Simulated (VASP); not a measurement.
# Li5Mn4Co2O12 (a cell with a defect) in VASP: single point with PBEsol

Aim: the single point of Li5Mn4Co2O12 (a cell with a defect) with PBEsol.

All numbers are computed with VASP 6.6.1; they aren't measurements. Logs are shortened: lines on timing, memory, paths and dates and some standing lists are left out, and cuts for length are marked.

### 1 The cell of the first run

The cell holds a defect, 23 atoms: a = 8.733 Å, b = 5.454 Å, c = 5.158 Å, α = 84.90°, β = 106.29°, γ = 89.85°.

### 2 Single point, PBEsol, collinear spin, ferromagnetic start

Contents of INCAR:

```
SYSTEM = Li5Mn4Co2O12
ALGO = Normal ; EDIFF = 1E-6
ENCUT = 520 ; GGA = PS
ISIF = 2 ; ISMEAR = -1
ISPIN = 2 ; LASPH = .True.
LCHARG = .False. ; LMAXMIX = 4
LORBIT = 11 ; LREAL = Auto
LWAVE = .False. ; MAGMOM = 0 0 0 0 0 3.5 3.5 3.5 3.5 1.8 1.8 0 0 0 0 0 0 0 0 0 0 0 0
NBANDS = 100 ; NELECT = 158.0
NELM = 150 ; PREC = Accurate
SIGMA = 0.05
```

Contents of KPOINTS:

```
k-points
0
Gamma
  1 2 2
  0 0 0
```

Contents of POSCAR:

```
Li5Mn4Co2O12
1.0
   -7.4032940000     -4.6315130000      0.0000000000
    2.8805440000     -4.6315130000      0.0000000000
    1.4718610000      0.3758280000      4.9289550000
Li Mn Co O
5 4 2 12
Direct
    0.0417676797      0.1835924435      0.5520034165
    0.1960906068      0.7799089617      0.4535444126
    0.4654316918      0.1724728614      0.5227477224
    0.5580079839      0.6311624757      0.4269464826
    0.7113456156      0.1378280424      0.5009175373
    0.1751492688      0.4863933166      0.9941863945
    0.8389247608      0.4859480915      0.0334350790
    0.6737585479      0.9797222626      1.0388206019
    0.3346579092     -0.0098961929     -0.0230474817
    0.4785654995      0.5830087389     -0.0540276793
    0.0084628184     -0.0260480792     -0.0022519986
    0.3730727816      0.6829586260      0.2453866996
    0.0470352793      0.6360305834      0.1975063680
    0.6848296580      0.6383626380      0.1928603528
    0.9608133819      0.3517259863      0.7996826914
    0.6282466761      0.3832026666      0.7980799175
    0.3106764882      0.3352386333      0.8234199744
    0.8695539297      0.1515294705      0.2247332345
    0.5361669468      0.1940088354      0.2328688333
    0.2070113029      0.0774573780      0.2554902611
    0.4836690193      0.9094089722      0.7880169326
    0.1089919431      0.8771316338      0.7438087789
    0.8091487261      0.8914879499      0.7786031725
```

Potentials or basis: VASP PAW PBE potentials, release 64 (Li_sv, Mn_pv, Co, O).

Command:

```console
$ cat potpaw_PBE.64/Li_sv/POTCAR potpaw_PBE.64/Mn_pv/POTCAR potpaw_PBE.64/Co/POTCAR potpaw_PBE.64/O/POTCAR > POTCAR
$ mpirun -np 1 vasp_std > vasp.out
```

OUTCAR:

```text
SYSTEM = Li5Mn4Co2O12
   EDIFF = 1E-6
   ENCUT = 520
   GGA = PS
   ISIF = 2
   ISMEAR = -1
   ISPIN = 2
   LASPH = .True.
   LORBIT = 11
   LREAL = Auto
   NELECT = 158.0
   NELM = 150
   PREC = Accurate

 ion  position               nearest neighbor table
   1  0.042  0.184  0.552-  22 1.87  15 1.92  18 1.94  11 2.57
   2  0.196  0.780  0.454-  13 1.81  20 1.86  22 1.97  12 2.20  11 2.59
   3  0.465  0.172  0.523-  19 1.77  21 1.87  16 2.13   5 2.19   8 2.88
   4  0.558  0.631  0.427-  12 1.63  14 1.85  16 2.18  10 2.42
   5  0.711  0.138  0.501-  19 1.76  23 1.88   3 2.19  18 2.24   8 2.54
   6  0.175  0.486  0.994-  17 1.89  13 1.96  15 2.03  12 2.19  22 2.37  20 2.47  10 2.78   7 3.00
                            11 3.03   9 3.06   9 3.09
   7  0.839  0.486  0.033-  18 1.98  14 1.98  13 1.99  15 2.00  16 2.01  23 2.44   6 3.00   8 3.06
                            11 3.07  10 3.09   8 3.12
   8  0.674  0.980  0.039-  21 1.86  14 1.95  18 1.99  23 2.11  19 2.16  16 2.40   5 2.54  10 2.75
                             3 2.88   9 2.89  11 2.99   7 3.06   7 3.12
   9  0.335  0.990  0.977-  21 1.90  17 1.96  12 2.04  22 2.13  20 2.13  19 2.25  10 2.59  11 2.88
                             8 2.89   6 3.06   6 3.09
  10  0.479  0.583  0.946-  21 1.90  14 1.93  17 2.00  16 2.04  12 2.12   4 2.42  19 2.44   9 2.59
                             8 2.75   6 2.78   7 3.09
  11  0.008  0.974  0.998-  23 1.87  22 1.88  20 1.98  13 2.01  18 2.18  15 2.20   1 2.57   2 2.59
                             9 2.88   8 2.99   6 3.03   7 3.07
  12  0.373  0.683  0.245-   4 1.63   9 2.04  10 2.12   6 2.19   2 2.20
  13  0.047  0.636  0.198-   2 1.81   6 1.96   7 1.99  11 2.01
  14  0.685  0.638  0.193-   4 1.85  10 1.93   8 1.95   7 1.98
  15  0.961  0.352  0.800-   1 1.92   7 2.00   6 2.03  11 2.20
  16  0.628  0.383  0.798-   7 2.01  10 2.04   3 2.13   4 2.18   8 2.40
  17  0.311  0.335  0.823-   6 1.89   9 1.96  10 2.00
  18  0.870  0.152  0.225-   1 1.94   7 1.98   8 1.99  11 2.18   5 2.24
  19  0.536  0.194  0.233-   5 1.76   3 1.77   8 2.16   9 2.25  10 2.44
  20  0.207  0.077  0.255-   2 1.86  11 1.98   9 2.13   6 2.47
  21  0.484  0.909  0.788-   8 1.86   3 1.87  10 1.90   9 1.90
  22  0.109  0.877  0.744-   1 1.87  11 1.88   2 1.97   9 2.13   6 2.37
  23  0.809  0.891  0.779-  11 1.87   5 1.88   8 2.11   7 2.44

  LATTYP: Found a triclinic cell.
 ALAT       =     5.1577338901
 B/A-ratio  =     2.1947112587
 C/A-ratio  =     1.0574825600
 COS(alpha) =     0.0384467035
 COS(beta)  =     0.0888370169
 COS(gamma) =     0.6720910462

  Lattice vectors:

 A1 = (  -1.4718610000,  -0.3758280000,  -4.9289550000)
 A2 = (  -8.8751550000,  -5.0073410000,  -4.9289550000)
 A3 = (  -2.8805440000,   4.6315130000,   0.0000000000)

Analysis of symmetry for initial positions (statically):
=====================================================================
 Subroutine PRICEL returns:
 Original cell was already a primitive cell.

 Routine SETGRP: Setting up the symmetry group for a
 triclinic supercell.

[... 203 lines left out ...]
 val. band max:        4.5198830802   @ k =   0.0000   0.5000   0.5000
 cond. band min:       4.5470568179   @ k =   0.0000   0.5000  -0.0000
 fundamental gap:      0.0271737378
 Fermi energy:         4.5272185630

 spin component 1

 k-point     1 :       0.0000    0.0000    0.0000
  band No.  band energies     occupation
      1     -46.2731      1.00000
      2     -46.2626      1.00000
      3     -46.2545      1.00000
      4     -46.1875      1.00000
      5     -46.1729      1.00000
      6     -46.0977      1.00000
[... 365 lines left out ...]
     90       4.9344      0.00029
     91       5.0458      0.00003
 Fermi energy:         4.5272185630

 spin component 2

 k-point     1 :       0.0000    0.0000    0.0000
  band No.  band energies     occupation
      1     -42.9180      1.00000
      2     -42.8735      1.00000
      3     -42.6696      1.00000
      4     -42.6609      1.00000
      5     -42.6371      1.00000
      6     -42.5985      1.00000
[... 365 lines left out ...]
     90       6.6924      0.00000
     91       6.8205      0.00000
 [bands above 91 left out]

------------------------ aborting loop because EDIFF is reached ----------------------------------------

  FORCE on cell =-STRESS in cart. coord.  units (eV):
  Direction    XX          YY          ZZ          XY          YZ          ZX
  --------------------------------------------------------------------------------------
  -------------------------------------------------------------------------------------
  Total      -10.0249886     -9.0974267      0.3455589      1.0317603      1.0415025     -4.1810197
  in kB      -68.4166026    -62.0863572      2.3583038      7.0413582      7.1078447    -28.5338143
  external PRESSURE =     -42.7148854 kB  Pullay stress =       0.0000000 kB

 VOLUME and BASIS-vectors are now :
 -----------------------------------------------------------------------------
  energy-cutoff  :      520.00
  volume of cell :      234.76
      direct lattice vectors                 reciprocal lattice vectors
    -7.403294000 -4.631513000  0.000000000    -0.097239960 -0.060477858  0.033648710
     2.880544000 -4.631513000  0.000000000     0.097239960 -0.155434307 -0.017185619
     1.471861000  0.375828000  4.928955000     0.000000000  0.000000000  0.202882761

 POSITION                                       TOTAL-FORCE (eV/Angst)
 -----------------------------------------------------------------------------------
      1.03210     -0.83630      2.72080        -0.111332     -0.153886     -0.568952
      1.46240     -4.34990      2.23550        -0.255435     -0.154046      0.378054
     -2.17950     -2.75800      2.57660         1.445596      0.337420      0.262099
     -1.68460     -5.34720      2.10440        -1.625413     -0.491447      2.031209
     -4.13200     -3.74470      2.46900        -0.943372     -1.271211      0.902375
      1.56770     -2.69030      4.90030         0.747858      0.163718      0.583689
[... 15 lines left out ...]
      2.81450     -4.28770      3.66620        -1.355892     -0.792273      1.351208
     -2.27640     -7.58390      3.83770         0.868767      0.902925      1.452481
 -----------------------------------------------------------------------------------
    total drift:                                0.009259     -0.009514     -0.000615

  FREE ENERGIE OF THE ION-ELECTRON SYSTEM (eV)
  ---------------------------------------------------
  free  energy   TOTEN  =      -154.7895986342 eV

  energy  without entropy=     -154.6997394791  energy(sigma->0) =     -154.74466906

 total charge

# of ion       s       p       d       tot
------------------------------------------
    1        2.026   0.072   0.000   2.098
    2        2.030   0.080   0.000   2.110
    3        2.031   0.084   0.000   2.116
    4        2.041   0.106   0.000   2.147
    5        2.036   0.093   0.000   2.129
    6        0.275   6.285   4.904  11.464
[... 15 lines left out ...]
   22        1.561   3.399   0.000   4.960
   23        1.564   3.367   0.000   4.931
--------------------------------------------------
tot         30.800  67.584  34.194 132.578

 magnetization (x)

# of ion       s       p       d       tot
------------------------------------------
    1        0.001   0.003   0.000   0.004
    2        0.002   0.002   0.000   0.004
    3        0.001   0.002   0.000   0.003
    4        0.001   0.003   0.000   0.004
    5        0.001   0.003   0.000   0.004
    6        0.034   0.026   3.558   3.618
[... 15 lines left out ...]
   22        0.007   0.074   0.000   0.082
   23        0.005  -0.003   0.000   0.002
--------------------------------------------------
tot          0.187   0.432  13.806  14.425
```

OSZICAR:

```text
N       E                     dE             d eps       ncg     rms          rms(c)
DAV:   1     0.219382188035E+04    0.21938E+04   -0.77424E+04  1616   0.185E+03
DAV:   2     0.201735738839E+03   -0.19921E+04   -0.18443E+04  1616   0.553E+02
DAV:   3    -0.157584993895E+03   -0.35932E+03   -0.33485E+03  1920   0.223E+02
[... 13 lines left out ...]
DAV: 145    -0.154789597304E+03    0.11712E-04   -0.29599E-05  2128   0.330E-02    0.287E-02
DAV: 146    -0.154789604500E+03   -0.71965E-05   -0.33954E-05  2120   0.362E-02    0.389E-02
DAV: 147    -0.154789601070E+03    0.34308E-05   -0.99719E-06  1268   0.182E-02    0.237E-02
DAV: 148    -0.154789598571E+03    0.24991E-05   -0.82031E-06  1128   0.166E-02    0.607E-03
DAV: 149    -0.154789598634E+03   -0.63685E-07   -0.20106E-06  1044   0.604E-03
   1 F= -.15478960E+03 E0= -.15474467E+03  d E =-.898592E-01  mag=    15.0336
```

stdout:

```text
POSCAR found type information on POSCAR LiMnCoO
 POSCAR found :  4 types and      23 ions
 scaLAPACK will be used
 -----------------------------------------------------------------------------
|                                                                             |
|                                                                             |
|     You enforced a specific xc type in the INCAR file but a different       |
|     I HOPE YOU KNOW WHAT YOU ARE DOING!                                     |
|                                                                             |
 -----------------------------------------------------------------------------

 LDA part: xc-table for (Slater+PW92), standard interpolation
 POSCAR, INCAR and KPOINTS ok, starting setup
 FFT: planning ... GRIDC
 FFT: planning ... GRID_SOFT
 FFT: planning ... GRID
 WAVECAR not read
 entering main loop
 the old and the new charge density differ
 old charge density:   157.00000 new  158.00000
    0.556E+01
```

Wall time 38 min (1 thread of AMD EPYC 9R45 (Zen 5), shared host); peak memory 0.48 GiB.

What came out:

- Free energy: -154.7896 eV
- Largest force: 3.642 eV/Å
- Net moment: 15.03 μB per cell
- Site moments: Li +0.00; Mn +3.62, +3.41, +3.27, +3.16; Co +0.40, +0.20; O +0.06, -0.02, +0.07, +0.01, -0.00, +0.04, +0.05, +0.02, +0.08, +0.00 (each value once) μB
- Valence electrons inside the program's atomic spheres: Li 2.10, 2.11, 2.12, 2.15, 2.13; Mn 11.46, 11.47, 11.56, 11.53; Co 8.18, 8.17; O 4.98, 4.99, 5.00, 4.94, 4.93, 4.97, 5.03, 4.96 (each value once)

Forces on the atoms (eV/Å):
```
Li  -0.111 -0.154 -0.569
Li  -0.255 -0.154  0.378
Li   1.446  0.337  0.262
Li  -1.625 -0.491  2.031
Li  -0.943 -1.271  0.902
Mn   0.748  0.164  0.584
Mn   0.235  0.255 -1.533
Mn  -0.264 -2.247 -0.502
Mn   2.000 -0.092  2.228
Co  -2.100  2.021  1.040
Co   1.472 -0.779  0.588
O    1.127  1.169 -3.260
O    0.572  0.504 -1.187
O   -0.447 -1.368 -0.016
O   -1.004  0.037  1.283
O   -0.071 -0.501 -0.280
O    1.112  0.000 -0.794
O   -0.219  1.038 -0.400
O   -1.543  1.424 -1.283
O   -0.001 -0.635 -2.024
O    0.361  0.633 -0.254
O   -1.356 -0.792  1.351
O    0.869  0.903  1.452
```

Levels at points of the mesh, in eV from the Fermi level:
Spin up:
```
           k point  band 83  band 84  band 85  band 86  band 87  band 88  band 89  band 90
(0.00, 0.00, 0.00)    -0.62    -0.53    -0.28    -0.18     0.10     0.14     0.29     0.33
(0.00, 0.50, 0.00)    -0.62    -0.54    -0.40    -0.15     0.02     0.18     0.27     0.38
(0.00, 0.00, 0.50)    -0.58    -0.52    -0.19    -0.06    -0.01     0.04     0.29     0.40
(0.00, 0.50, 0.50)    -0.65    -0.58    -0.36    -0.13    -0.07     0.08     0.18     0.41
```
Spin down:
```
           k point  band 67  band 68  band 69  band 70  band 71  band 72  band 73  band 74  band 75  band 76
(0.00, 0.00, 0.00)    -0.97    -0.83    -0.78    -0.69    -0.53     0.02     0.31     0.65     0.73     0.74
(0.00, 0.50, 0.00)    -0.90    -0.80    -0.76    -0.68    -0.62    -0.10     0.23     0.50     0.65     0.74
(0.00, 0.00, 0.50)    -0.99    -0.92    -0.82    -0.72    -0.58     0.12     0.38     0.52     0.71     0.77
(0.00, 0.50, 0.50)    -0.99    -0.82    -0.77    -0.70    -0.61    -0.01     0.20     0.45     0.61     0.70
```

Caveat: the k points lie up to 0.75 Å⁻¹ apart; the cell carries a net charge on a neutralising background, which shifts energy and pressure; the cell is charged against a uniform background, so pressure and absolute levels hang on convention; the cutoff is under 1.25 times the usual one of these potentials, so pressure, stress and relaxed cells hold a basis-set (Pulay) error; the atoms stand as in a frame of molecular dynamics; the PAW data sets were made with another functional, which shifts forces and pressure a little; semilocal functionals often make such compounds metallic where correlation or magnetic order opens a gap, which also shifts bond lengths; the run started ferromagnetic, and an antiferromagnetic order may lie lower in energy.
